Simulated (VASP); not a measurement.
Write the native input for VASP 6.6.1 that does the following.

| Item | Value |
| --- | --- |
| Task | relaxation of cell and atoms |
| Functional | PBEsol |
| Potentials or basis | VASP PAW PBE potentials, release 64 (Cu) |
| Cutoff | 600 eV |
| k mesh | 20 × 20 × 11 |
| Occupations | fermi-dirac, width 0.08 eV |
| Spin | no spin polarisation |
| Target pressure | 290 GPa |
| Dipole correction | no |
| Further INCAR settings | ALGO = Normal; EDIFF = 1e-07; IBRION = 2; EDIFFG = -0.005; NSW = 32; ISIF = 3 |

The structure of Cu lies in POSCAR:

```
Cu
1.0
    2.1292332133      0.0000000000      0.0000000000
   -1.0646166066      1.8439700533      0.0000000000
    0.0000000000      0.0000000000      3.4876119340
Cu
2
Direct
    0.3333333333      0.6666666667      0.2500000000
    0.6666666667      0.3333333333      0.7500000000
```

One way to write it, as run:

INCAR

```
PREC = Accurate ; ENCUT = 600
EDIFF = 1E-7 ; ISMEAR = -1
SIGMA = 0.08 ; LREAL = False
LASPH = True ; NELM = 60
ALGO = Normal ; ISIF = 3
LWAVE = False ; LCHARG = False
GGA = PS ; IBRION = 2
NSW = 32 ; EDIFFG = -0.005
PSTRESS = 2900.0
```

KPOINTS

```
regular mesh
0
Gamma
  20 20 11
```

Potentials or basis: VASP PAW PBE potentials, release 64 (Cu).

Command:

```bash
$ cat potpaw_PBE.64/Cu/POTCAR > POTCAR
$ mpirun -np 1 vasp_std > vasp.out
```

Results of the run:

* Relaxed volume: 6.86 Å³/atom
* Relaxed cell: a = 2.131 Å, b = 2.131 Å, c = 3.490 Å, α = 90.00°, β = 90.00°, γ = 120.00°
* Space group after relaxing (to 0.05 Å): P6_3/mmc (No. 194)
* Energy change on relaxing (the enthalpy is what falls): -28.8 meV/atom
* Ionic steps: 3
* Pressure after relaxing: 290.0 GPa
* Band gap on the k mesh: zero (band 11 reaches 22.09 eV, above the bottom of band 12 at 13.60 eV)

Caveat: the cell is relaxed towards a set pressure, so the enthalpy falls and the energy may rise; the PAW data sets were made with another functional, which shifts forces and pressure a little.

Run time: 80 s on 1 thread of Intel Xeon 6975P-C, on a shared host, peak memory 0.18 GiB.
